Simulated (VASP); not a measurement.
A run of VASP 6.6.1:

Contents of INCAR:

```
SYSTEM = AlN
PREC = Accurate
ENCUT = 520
EDIFF = 1E-6
ISMEAR = 0
SIGMA = 0.05
LREAL = .FALSE.
LASPH = .TRUE.
NELM = 60
ALGO = Normal
ISIF = 2
LWAVE = .FALSE.
LCHARG = .FALSE.
GGA = PS
NBANDS = 16
```

File KPOINTS:

```
Automatic mesh
0
G
  9 9 6
  0 0 0
```

POSCAR

```
AlN
1.0
    3.3014407767      0.0000000000      0.0000000000
   -1.6507203884      2.8591315817      0.0000000000
    0.0000000000      0.0000000000      4.0158000000
Al N
2 2
Direct
    0.3333333333      0.6666666667      0.7500000000
    0.6666666667      0.3333333333      0.2500000000
    0.3333333333      0.6666666667      0.2500000000
    0.6666666667      0.3333333333      0.7500000000
```

Potentials or basis: VASP PAW PBE potentials, release 64 (Al, N).

Run with:

```sh
$ cat potpaw_PBE.64/Al/POTCAR potpaw_PBE.64/N/POTCAR > POTCAR
$ mpirun -np 1 vasp_std > vasp.out
```

Hardware: 1 thread of Intel(R) Xeon(R) Platinum 8488C (Sapphire Rapids), on a shared host.

How long does it take, and how much memory?

Run time: 31 s on 1 thread of Intel(R) Xeon(R) Platinum 8488C (Sapphire Rapids), with other jobs on the host, peak memory 0.16 GiB. Counts: scf iterations 13, k points 48.
